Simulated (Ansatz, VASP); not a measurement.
**One calculation of BaS, two programs**

File INCAR:

```
ALGO = Normal
EDIFF = 1E-6
ENCUT = 500
GGA = PE
GGA_COMPAT = False
ISIF = 2
ISMEAR = 0
LASPH = True
LCHARG = False
LREAL = False
LWAVE = False
NBANDS = 15
NELM = 120
PREC = Accurate
SIGMA = 0.1
```

KPOINTS

```
k-points
0
Gamma
  6 6 6
```

POSCAR

```
BaS
1.0
    0.0000000000      3.1937499000      3.1937499000
    3.1937499000      0.0000000000      3.1937499000
    3.1937499000      3.1937499000      0.0000000000
Ba S
1 1
Direct
    0.0000000000      0.0000000000      0.0000000000
    0.5000000000      0.5000000000      0.5000000000
```

Input for Ansatz:

```yaml
crystal:
  lattice:
    - [0.0, 3.1937499, 3.1937499]
    - [3.1937499, 0.0, 3.1937499]
    - [3.1937499, 3.1937499, 0.0]
  atoms:
    - { symbol: Ba, position: [0.0, 0.0, 0.0] }
    - { symbol: S, position: [0.5, 0.5, 0.5] }
basis:
  ecutwfc: 420
kpoints:
  mp_grid: { grid: [6, 6, 6] }
hamiltonian:
  xc: pbe
scf:
  occupations: { method: gaussian, width: 0.1 }
  lower_state_search: "off"
output:
  forces: true
  stress: true
  eigenvalues: true
```

Alike in both runs: task single point; functional PBE; k mesh 6 × 6 × 6; occupations gaussian, width 0.1 eV; no spin polarisation.

|  | VASP | Ansatz |
| --- | --- | --- |
| version | VASP 6.6.1 | Ansatz 0.2.0 |
| potentials or method | VASP PAW PBE potentials, release 64 (Ba_sv, S), cutoff 500 eV | scalar-relativistic, plane waves, PAW |
| valence electrons in the cell | 16 | 16 |

```csv
,VASP,Ansatz,Ansatz less VASP
gap on the k mesh at the Fermi level (eV),2.11,2.21,+0.099
least direct gap on the mesh (eV),2.24,2.31,+0.067
pressure (GPa),1.4,0.8,-0.59
```

Spin-orbit coupling is off throughout.
